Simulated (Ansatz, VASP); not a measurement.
Te2Mo: VASP beside Ansatz

```xyz
3
Lattice="3.7894 -3.8508 0.0000 3.7894 3.8508 0.0000 0.0000 0.0000 2.9759" Properties=species:S:1:pos:R:3 pbc="T T T"
Te    1.8947    1.9254    0.0000
Te    1.8947   -1.9254    0.0000
Mo    0.0000    0.0000    0.0000
```

Alike in both runs: task single point; functional PBE; k mesh 4 × 4 × 6; occupations gaussian, width 0.1 eV; collinear spin.

```csv
,VASP,Ansatz
version,VASP 6.6.1,Ansatz 0.2.0
potentials or method,"VASP PAW PBE potentials, release 64 (Te, Mo_sv), cutoff 520 eV","scalar-relativistic, plane waves, PAW"
valence electrons in the cell,26,46
```

Ansatz gave:

```
gap on the k mesh at the Fermi level (eV)                     : none
pressure (GPa)                                                : 0.0
traceless stress, the component that is largest in VASP (GPa) : -0.22
net moment per atom (μB)                                      : 0.00
```

Question: Which values does VASP return?

Answer: gap on the k mesh at the Fermi level (eV): none; pressure (GPa): 0.0; traceless stress, the component that is largest in VASP (GPa): -0.21; net moment per atom (μB): 0.00.

A gap of «none» marks a metal or a gap that the smearing closes. The functional is the same, so the differences come from potentials, cutoffs and numerics. VASP's potentials hold 26 valence electrons a cell and Ansatz's 46, so a difference there can come from the potentials and not from the codes. Ansatz's warnings: seeded moment not kept.

Neither program's run includes spin-orbit coupling.
